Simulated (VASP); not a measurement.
Runs of VASP 6.6.1 on CaOs3. The structure is that of space group I4/mmm (No. 139), or close to it. The cells are those of the table. 

| task | cell | k mesh | cutoff (eV) | gap on the mesh (eV) | pressure (GPa) |
| --- | --- | --- | --- | --- | --- |
| relaxation of cell and atoms | relaxed from a = 5.212 Å, angles 135.6, 135.6, 64.7°, 4 atoms | 6 × 6 × 6 | 600 | none | 0.0 |
| single point | a = 4.804 Å, angles 129.3, 129.3, 74.6°, 4 atoms | 16 × 16 × 16 | 520 | none | (a) |
| single point | a = 4.825 Å, angles 129.8, 129.8, 73.8°, 4 atoms | 6 × 6 × 6 | 520 | none | 0.4 |
| single point | a = 5.212 Å, angles 135.6, 135.6, 64.7°, 4 atoms | 6 × 6 × 6 | 520 | none | -8.3 |

Alike in all rows: level PBE; potentials or basis VASP PAW PBE potentials, release 64 (Ca_sv, Os); no spin polarisation; smearing gaussian 0.1 eV.

Problem. Fill in the values left out.

Solution. (a) 0.2.

Caveats: spin-orbit coupling is left out, which moves the levels of the heavy elements; the stress differs along the axes, from -14 to -5 GPa (at least some runs).

A k mesh can miss the band edges, and the runs leave out spin-orbit coupling on Os.

A gap of «none» marks levels without a gap at the run's occupations.
